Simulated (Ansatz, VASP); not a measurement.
**Pb: VASP beside Ansatz**

The input INCAR:

```
SYSTEM = Pb
PREC = Accurate ; ENCUT = 520
EDIFF = 1E-8 ; ISMEAR = -1
SIGMA = 0.08 ; LREAL = .FALSE.
LASPH = .TRUE. ; NELM = 80
ALGO = Normal ; ISIF = 2
LWAVE = .FALSE. ; LCHARG = .FALSE.
GGA = PS ; LEFG = .TRUE.
NBANDS = 13
```

Contents of KPOINTS:

```
regular mesh
0
G
  13 13 13
  0 0 0
```

The input POSCAR:

```
Pb
1.0
   -1.9796595667      1.9796595667      1.9796595667
    1.9796595667     -1.9796595667      1.9796595667
    1.9796595667      1.9796595667     -1.9796595667
Pb
1
Direct
    0.0000000000      0.0000000000      0.0000000000
```

Input for Ansatz:

```yaml
crystal:
  lattice:
    - [-1.9796595667, 1.9796595667, 1.9796595667]
    - [1.9796595667, -1.9796595667, 1.9796595667]
    - [1.9796595667, 1.9796595667, -1.9796595667]
  atoms:
    - { symbol: Pb, position: [0.0, 0.0, 0.0] }
kpoints:
  mp_grid: { grid: [13, 13, 13] }
  band_path:
    path:
      - [0.0, 0.0, 0.0]
      - [0.5, -0.5, 0.5]
      - [0.0, 0.0, 0.5]
      - [0.0, 0.0, 0.0]
      - [0.25, 0.25, 0.25]
      - [0.5, -0.5, 0.5]
      - [0.25, 0.25, 0.25]
      - [0.0, 0.0, 0.5]
    npoints: 8
scf:
  occupations: { method: fermi_dirac, width: 0.08 }
hamiltonian:
  xc: pbesol
  pseudopotentials: { kind: paw }
output:
  forces: true
  stress: true
  eigenvalues: true
  efg: { contact_densities: true }
  populations: true
  bader: true
  dos: { projected: true, de: 0.2, e_range: [-14, 8] }
```

Alike in both runs: task electric field gradients; functional PBEsol; k mesh 13 × 13 × 13; occupations fermi-dirac, width 0.08 eV; no spin polarisation.

|  | VASP | Ansatz |
| --- | --- | --- |
| version | VASP 6.6.1 | Ansatz 0.2.0 |
| potentials or method | VASP PAW PBE potentials, release 64 (Pb_d) | PAW with Ansatz's default frozen-core files, scalar-relativistic |
| plane-wave cutoff (eV) | 520 | 420 |
| valence electrons in the cell | 14 | 14 |

Ansatz gave:

```
pressure (GPa) : -1.6
```

Q: Which values does VASP return?

A: Pressure (GPa): -1.7.

VASP's potentials were made for PBE, not for PBEsol.

Spin-orbit coupling is off throughout.
